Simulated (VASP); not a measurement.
Crystal: Zr.

```xyz
2
Lattice="3.2320 0.0000 0.0000 -1.6160 2.7990 0.0000 0.0000 0.0000 5.1470" Properties=species:S:1:pos:R:3 pbc="T T T"
Zr    1.6160    0.9330    3.8603
Zr    0.0000    1.8660    1.2868
```

```yaml
Program: VASP 6.6.1
Task: relaxation of cell and atoms
Functional: BLYP
Potentials_or_basis: VASP PAW PBE potentials, release 64 (Zr_sv)
Cutoff: 600 eV
k_mesh: 9 × 9 × 5
Occupations: fermi-dirac, width 0.05 eV
Spin: no spin polarisation
```

At the start: pressure 3.7 GPa; volume 23.28 Å³/atom.

**Question.** Where does the relaxation end?

**Answer.** Over 6 steps the energy falls by 10.8 meV/atom and the volume is 24.19 Å³/atom (+3.9 %); space group P6_3/mmc (No. 194, to 0.1 Å) before and after.

Step by step:
| step | energy change (eV) | largest force (eV/Å) | pressure (GPa) | volume (Å³) |
| --- | --- | --- | --- | --- |
| 1 | 0.0000 | 0.0000 | 3.72 | 46.56 |
| 2 | -0.0021 | 0.0000 | -3.22 | 50.30 |
| 3 | -0.0214 | 0.0000 | -0.06 | 48.44 |
| 4 | -0.0214 | 0.0000 | 0.01 | 48.40 |
| 5 | -0.0216 | 0.0000 | 0.02 | 48.39 |
| 6 | -0.0217 | 0.0000 | 0.03 | 48.38 |

Final structure:
```
Zr
1.0
     3.26414    0.00000    0.00000
    -1.63207    2.82683    0.00000
     0.00000    0.00000    5.24273
Zr
2
Direct
  0.66667 0.33333 0.75000
  0.33333 0.66667 0.25000
```

Caveat: the PAW data sets were made with another functional, which shifts forces and pressure a little.
